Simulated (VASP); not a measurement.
# NbC4 (I4/mmm) in VASP: single point with PBE

Aim: the single point of NbC4 with PBE.

All numbers are computed with VASP 6.6.1; they aren't measurements. Logs are shortened: lines on timing, memory, paths and dates and some standing lists are left out, and cuts for length are marked.

### 1 The cell of the first run

The structure is tetragonal, space group I4/mmm (No. 139). The conventional cell has a = 6.309 Å, b = 6.309 Å, c = 2.589 Å, α = 90.00°, β = 90.00°, γ = 90.00°. Nb (site symmetry 4/mmm) has 12 C at 2.36 to 2.49 Å and 2 Nb at 2.59 Å within 3.1 Å. C (site symmetry m2m) has 2 C at 1.40 Å within 1.9 Å.

The cell was generated, and may not be a known phase.

### 2 Single point, PBE, collinear spin

The input, INCAR:

```
  PREC = Accurate
  ENCUT = 600
  EDIFF = 1E-6
  ISMEAR = 0
  SIGMA = 0.1
  LREAL = False
  LASPH = True
  NELM = 200
  ALGO = Normal
  ISIF = 2
  LWAVE = False
  LCHARG = False
  ISPIN = 2
  MAGMOM = 1 0 0 0 0
  LORBIT = 11
  LMAXMIX = 4
  GGA = PE
  NBANDS = 26
  GGA_COMPAT = False
```

The input, KPOINTS:

```
Automatic mesh
0
Gamma
  8 8 8
```

The input, POSCAR:

```
NbC4
1.0
   -3.1544276916      3.1544276916      1.2946078489
    3.1544276916     -3.1544276916      1.2946078489
    3.1544276916      3.1544276916     -1.2946078489
Nb C
1 4
Direct
    0.0000000000      0.0000000000      0.0000000000
    0.7207048770      0.7207048770      0.4414097540
    0.2792951230      0.2792951230      0.5585902460
    0.7207048770      0.2792951230      0.0000000000
    0.2792951230      0.7207048770      0.0000000000
```

Potentials or basis: VASP PAW PBE potentials, release 64 (Nb_sv, C).

Started as:

```sh
$ cat potpaw_PBE.64/Nb_sv/POTCAR potpaw_PBE.64/C/POTCAR > POTCAR
$ mpirun -np 1 vasp_std > vasp.out
```

OUTCAR:

```text
PREC = Accurate
   ENCUT = 600
   EDIFF = 1E-6
   ISMEAR = 0
   LREAL = False
   LASPH = True
   NELM = 200
   ISIF = 2
   ISPIN = 2
   LORBIT = 11
   GGA = PE

 ion  position               nearest neighbor table
   1  0.000  0.000  0.000-   2 2.36   3 2.36   2 2.36   3 2.36   5 2.36   4 2.36   5 2.36   4 2.36
                             5 2.49   4 2.49   2 2.49   3 2.49
   2  0.721  0.721  0.441-   3 1.40   3 1.40   1 2.36   1 2.36   1 2.49
   3  0.279  0.279  0.559-   2 1.40   2 1.40   1 2.36   1 2.36   1 2.49
   4  0.721  0.279  0.000-   5 1.40   5 1.40   1 2.36   1 2.36   1 2.49
   5  0.279  0.721  0.000-   4 1.40   4 1.40   1 2.36   1 2.36   1 2.49

  LATTYP: Found a body centered tetragonal cell.
 ALAT       =     6.3088553832
 C/A-ratio  =     0.4104097400

  Lattice vectors:

 A1 = (  -3.1544276916,   3.1544276916,   1.2946078489)
 A2 = (   3.1544276916,  -3.1544276916,   1.2946078489)
 A3 = (   3.1544276916,   3.1544276916,  -1.2946078489)

Analysis of symmetry for initial positions (statically):
=====================================================================
 Subroutine PRICEL returns:
 Original cell was already a primitive cell.

 Routine SETGRP: Setting up the symmetry group for a
 body centered tetragonal supercell.

 Subroutine GETGRP returns: Found 16 space group operations
 (whereof 16 operations were pure point group operations)
 out of a pool of 16 trial point group operations.

The static configuration has the point symmetry D_4h.

Analysis of symmetry for dynamics (positions and initial velocities):
=====================================================================
 Subroutine PRICEL returns:
 Original cell was already a primitive cell.

 Routine SETGRP: Setting up the symmetry group for a
 body centered tetragonal supercell.

 Subroutine GETGRP returns: Found 16 space group operations
 (whereof 16 operations were pure point group operations)
 out of a pool of 16 trial point group operations.

The dynamic configuration has the point symmetry D_4h.

Analysis of structural, dynamic, and magnetic symmetry:
=====================================================================
 Subroutine PRICEL returns:
 Original cell was already a primitive cell.

 Routine SETGRP: Setting up the symmetry group for a
 body centered tetragonal supercell.

 Subroutine GETGRP returns: Found 16 space group operations
 (whereof 16 operations were pure point group operations)
 out of a pool of 16 trial point group operations.

The overall configuration has the point symmetry D_4h.

 Subroutine INISYM returns: Found 16 space group operations
 (whereof 16 operations are pure point group operations),
 and found     1 'primitive' translations

----------------------------------------------------------------------------------------

                                     Primitive cell

  volume of cell :      51.5275

  direct lattice vectors                    reciprocal lattice vectors
    -3.154427692  3.154427692  1.294607849     0.000000000  0.158507358  0.386217340
     3.154427692 -3.154427692  1.294607849     0.158507358  0.000000000  0.386217340
     3.154427692  3.154427692 -1.294607849     0.158507358  0.158507358  0.000000000

  length of vectors
     4.645087470  4.645087470  4.645087470     0.417478642  0.417478642  0.224163256

  position of ions in fractional coordinates (direct lattice)
     0.000000000  0.000000000  0.000000000
     0.720704877  0.720704877  0.441409754
     0.279295123  0.279295123  0.558590246
     0.720704877  0.279295123  0.000000000
     0.279295123  0.720704877  0.000000000

  ion indices of the primitive-cell ions
   primitive index   ion index
                 1           1
                 2           2
                 3           3
                 4           4
                 5           5

----------------------------------------------------------------------------------------

 KPOINTS: Automatic mesh

Automatic generation of k-mesh.
 Grid dimensions read from file:
 generate k-points for:    8    8    8

 Generating k-lattice:

  Cartesian coordinates                     Fractional coordinates (reciprocal lattice)
     0.000000000  0.019813420  0.048277168     0.125000000  0.000000000 -0.000000000
     0.019813420  0.000000000  0.048277168     0.000000000  0.125000000 -0.000000000
     0.019813420  0.019813420  0.000000000     0.000000000  0.000000000  0.125000000

  Length of vectors
     0.052184830  0.052184830  0.028020407

  Shift w.r.t. Gamma in fractional coordinates (k-lattice)
     0.000000000  0.000000000  0.000000000

 Subroutine IBZKPT returns following result:
 ===========================================

 Found     59 irreducible k-points:

 Following reciprocal coordinates:
            Coordinates               Weight
  0.000000  0.000000  0.000000      1.000000
  0.125000  0.000000 -0.000000      8.000000
  0.250000  0.000000 -0.000000      8.000000
  0.375000 -0.000000  0.000000      8.000000
  0.500000  0.000000 -0.000000      4.000000
  0.125000  0.125000 -0.000000      8.000000
[... 16 lines left out ...]
  0.250000  0.125000  0.125000     16.000000
  0.375000  0.125000  0.125000      8.000000
 [... further k-points ...]
   k-points           NKPTS =     59   k-points in BZ     NKDIM =     59   number of bands    NBANDS=     26
   number of dos      NEDOS =    301   number of ions     NIONS =      5
   total plane-waves  NPLWV =  64000
   dimension x,y,z NGX =    40 NGY =   40 NGZ =   40
   dimension x,y,z NGXF=    80 NGYF=   80 NGZF=   80
   ions per type =               1   4
   NGX,Y,Z   is equivalent  to a cutoff of  14.32, 14.32, 14.32 a.u.
   NGXF,Y,Z  is equivalent  to a cutoff of  28.63, 28.63, 28.63 a.u.
 SYSTEM =  unknown system
   PREC   = accura    normal or accurate (medium, high low for compatibility)
   ISTART =      0    job   : 0-new  1-cont  2-samecut
   ICHARG =      2    charge: 1-file 2-atom 10-const
   ISPIN  =      2    spin polarized calculation?
   LNONCOLLINEAR =      F non collinear calculations
   LSORBIT =      F    spin-orbit coupling
   LASPH  =      T    aspherical Exc in radial PAW
   ENCUT  =  600.0 eV  44.10 Ry    6.64 a.u.   9.28  9.28  9.28*2*pi/ulx,y,z
   NELM   =    200;   NELMIN=  2; NELMDL= -5     # of ELM steps
   EDIFF  = 0.1E-05   stopping-criterion for ELM
   LREAL  =      F    real-space projection
   EDIFFG = 0.1E-04   stopping-criterion for IOM
   NSW    =      0    number of steps for IOM
   IBRION =     -1    ionic relax: 0-MD 1-quasi-New 2-CG
   NFREE  =      0    steps in history (QN), initial steepest desc. (CG)
   ISIF   =      2    stress and relaxation
   ISYM   =      2    0-nonsym 1-usesym 2-fastsym
   POTIM  = 0.5000    time-step for ionic-motion
   TEBEG  =    0.0;   TEEND  =   0.0 temperature during run
   PSTRESS=    0.0 pullay stress
   NELECT =      29.0000    total number of electrons
   NUPDOWN=      -1.0000    fix difference up-down
   EMIN   =  10.00;   EMAX   =-10.00  energy-range for DOS
   EFERMI =   0.00;   METHOD = LEGACY
   ISMEAR =     0;   SIGMA  =   0.10  broadening in eV -4-tet -1-fermi 0-gaus
   EFERMI_NEDOS =   21; number of points for ismear=-14 and -15
   IALGO  =     38    algorithm
   IMIX   =      4    mixing-type and parameters
     AMIX     =   0.40;   BMIX     =  1.00
     AMIX_MAG =   1.60;   BMIX_MAG =  1.00
  volume/ion in A,a.u.               =      10.31        69.54
  Fermi-wavevector in a.u.,A,eV,Ry     =   1.351640  2.554229 24.856901  1.826931
  Thomas-Fermi vector in A             =   2.479045
   LORBIT       =     11    0 simple, 1 ext, 2 COOP (PROOUT), +10 PAW based schemes
   GGA     = PE    functional components
   LHFCALC =     F    Hartree Fock is set to
   AEXX    =    0.0000 exact exchange contribution
   IVDW    =     0    specifies the selected vdW correction
   LEPSILON=     F    determine dielectric tensor
   LRPA    =     F    only Hartree local field effects (RPA)
 spin polarized calculation
 Gauss-broadening in eV      SIGMA  =   0.10
  energy-cutoff  :      600.00
  volume of cell :       51.53
 maximum number of plane-waves:      1738
 NGX is ok and might be reduce to    40
   NGX = 19   NGY = 19   NGZ = 19

 number of electron      29.0000001 magnetization      -0.0021075

 number of electron      29.0000001 magnetization       0.0000553

 Free energy of the ion-electron system (eV)
  ---------------------------------------------------
  ext. energy  EPLUGINS =         0.00000000
  ---------------------------------------------------
  free energy    TOTEN  =       -43.38932798 eV

  energy without entropy =      -43.37798459  energy(sigma->0) =      -43.38365628

 E-fermi :   8.0664     XC(G=0): -11.2217

 val. band max:        8.0649349592   @ k =  -0.1250  -0.2500   0.1250
 cond. band min:       8.1014953607   @ k =   0.5000   0.1250   0.0000
 fundamental gap:      0.0365604015
 Fermi energy:         8.0663857098

 spin component 1

 k-point     1 :       0.0000    0.0000    0.0000
  band No.  band energies     occupation
      1     -48.2049      1.00000
      2     -24.4314      1.00000
      3     -24.4314      1.00000
      4     -23.0528      1.00000
      5     -10.2839      1.00000
      6      -9.4157      1.00000
[... 18 lines left out ...]
     25      19.7122      0.00000
     26      19.9757      0.00000

 k-point     2 :       0.1250    0.0000   -0.0000
  band No.  band energies     occupation
      1     -48.1620      1.00000
      2     -24.3898      1.00000
      3     -24.3897      1.00000
      4     -23.3857      1.00000
      5      -9.9984      1.00000
      6      -9.1902      1.00000
[... 18 lines left out ...]
     25      16.6881      0.00000
[... 608 lines left out ...]
     25      20.2437      0.00000
     26      21.3969      0.00000

 k-point    24 :       0.3750    0.1250    0.1250
  band No.  band energies     occupation
      1     -47.9033      1.00000
      2     -25.1199      1.00000
      3     -24.1383      1.00000
      4     -24.1383      1.00000
      5      -6.4456      1.00000
      6      -6.3232      1.00000
[... 18 lines left out ...]
     25      20.1312      0.00000
     26      21.5397      0.00000

 [... further k-points ...]

 spin component 2

 k-point     1 :       0.0000    0.0000    0.0000
  band No.  band energies     occupation
      1     -48.2049      1.00000
      2     -24.4314      1.00000
      3     -24.4314      1.00000
      4     -23.0528      1.00000
      5     -10.2839      1.00000
      6      -9.4157      1.00000
[... 18 lines left out ...]
     25      19.7123      0.00000
     26      19.9751      0.00000

 k-point     2 :       0.1250    0.0000   -0.0000
  band No.  band energies     occupation
      1     -48.1621      1.00000
      2     -24.3898      1.00000
      3     -24.3898      1.00000
      4     -23.3858      1.00000
      5      -9.9984      1.00000
      6      -9.1901      1.00000
[... 18 lines left out ...]
     25      16.6881      0.00000
[... 608 lines left out ...]
     25      20.2438      0.00000
     26      21.3400      0.00000

 k-point    24 :       0.3750    0.1250    0.1250
  band No.  band energies     occupation
      1     -47.9034      1.00000
      2     -25.1199      1.00000
      3     -24.1383      1.00000
      4     -24.1383      1.00000
      5      -6.4455      1.00000
      6      -6.3231      1.00000
[... 18 lines left out ...]
     25      20.1313      0.00000
     26      21.5376      0.00000

 [... further k-points ...]

------------------------ aborting loop because EDIFF is reached ----------------------------------------

  FORCE on cell =-STRESS in cart. coord.  units (eV):
  Direction    XX          YY          ZZ          XY          YZ          ZX
  --------------------------------------------------------------------------------------
  -------------------------------------------------------------------------------------
  Total       -0.8422039     -0.8422039      2.1085108      0.0000000      0.0000000      0.0000000
  in kB      -26.1871631    -26.1871631     65.5612223      0.0000000      0.0000000      0.0000000
  external PRESSURE =       4.3956320 kB  Pullay stress =       0.0000000 kB

 VOLUME and BASIS-vectors are now :
 -----------------------------------------------------------------------------
  energy-cutoff  :      600.00
  volume of cell :       51.53
      direct lattice vectors                 reciprocal lattice vectors
    -3.154427692  3.154427692  1.294607849     0.000000000  0.158507358  0.386217340
     3.154427692 -3.154427692  1.294607849     0.158507358  0.000000000  0.386217340
     3.154427692  3.154427692 -1.294607849     0.158507358  0.158507358  0.000000000

 POSITION                                       TOTAL-FORCE (eV/Angst)
 -----------------------------------------------------------------------------------
      0.00000      0.00000      0.00000         0.000000      0.000000      0.000000
      1.39240      1.39240      1.29461        -0.073143     -0.073143     -0.000000
      1.76203      1.76203     -0.00000         0.073143      0.073143      0.000000
     -1.39240      1.39240      1.29461         0.073143     -0.073143      0.000000
      1.39240     -1.39240      1.29461        -0.073143      0.073143      0.000000
 -----------------------------------------------------------------------------------
    total drift:                               -0.000000     -0.000000      0.000000

  FREE ENERGIE OF THE ION-ELECTRON SYSTEM (eV)
  ---------------------------------------------------
  free  energy   TOTEN  =       -43.3893279763 eV

  energy  without entropy=      -43.3779845876  energy(sigma->0) =      -43.38365628

 total charge

# of ion       s       p       d       tot
------------------------------------------
    1        2.147   6.042   2.495  10.684
    2        0.851   1.699   0.000   2.550
    3        0.851   1.699   0.000   2.550
    4        0.851   1.699   0.000   2.550
    5        0.851   1.699   0.000   2.550
--------------------------------------------------
tot          5.552  12.836   2.495  20.883

 magnetization (x)

# of ion       s       p       d       tot
------------------------------------------
    1       -0.000  -0.000   0.000   0.000
    2       -0.000   0.000   0.000  -0.000
    3       -0.000   0.000   0.000  -0.000
    4       -0.000   0.000   0.000  -0.000
    5       -0.000   0.000   0.000  -0.000
--------------------------------------------------
tot         -0.000  -0.000   0.000   0.000
```

It took 5.3 min on 1 thread of Oxide Virtual Turin-like, shared host; peak memory 0.33 GiB.

Results:

| Property | Result |
| --- | --- |
| Free energy | -43.3893 eV |
| Pressure | 0.4 GPa |
| Largest force | 0.103 eV/Å |
| Net moment | 0.00 μB per cell |
| Valence electrons inside the program's atomic spheres | Nb 10.68; C 2.55 |

Forces in eV/Å, atoms in the order of the input:
```
Nb   0.000  0.000  0.000
C   -0.073 -0.073  0.000
C    0.073  0.073  0.000
C    0.073 -0.073  0.000
C   -0.073  0.073  0.000
```

Caveat: the stress differs along the axes, from -3 to 7 GPa.
